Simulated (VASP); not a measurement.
A run of VASP 6.6.1:

INCAR

```
ALGO = Fast ; EDIFF = 1E-7
ENCUT = 520 ; GGA = PS
ISIF = 2 ; ISMEAR = 0
LASPH = T ; LCHARG = F
LREAL = F ; LWAVE = F
NBANDS = 18 ; NELM = 100
PREC = Accurate ; SIGMA = 0.15
```

File KPOINTS:

```
k-points
0
Gamma
  16 16 16
```

File POSCAR:

```
ZnCu
1.0
    2.9450000000      0.0000000000      0.0000000000
    0.0000000000      2.9450000000      0.0000000000
    0.0000000000      0.0000000000      2.9450000000
Zn Cu
1 1
Direct
    0.5000000000      0.5000000000      0.5000000000
   -0.0122527646     -0.0122527646     -0.0122527646
```

Potentials or basis: VASP PAW PBE potentials, release 64 (Zn, Cu).

The run is started by

```bash
$ cat potpaw_PBE.64/Zn/POTCAR potpaw_PBE.64/Cu/POTCAR > POTCAR
$ mpirun -np 1 vasp_std > vasp.out
```

Hardware: 1 thread of AMD EPYC 9R45 96-Core Processor (Zen 5), with other jobs on the host.

Q: How long does it take, and how much memory?

A: Wall time 120 s on 1 thread of AMD EPYC 9R45 96-Core Processor (Zen 5), with other jobs on the host, peak memory 0.27 GiB. Counts: scf iterations 18, k points 417.
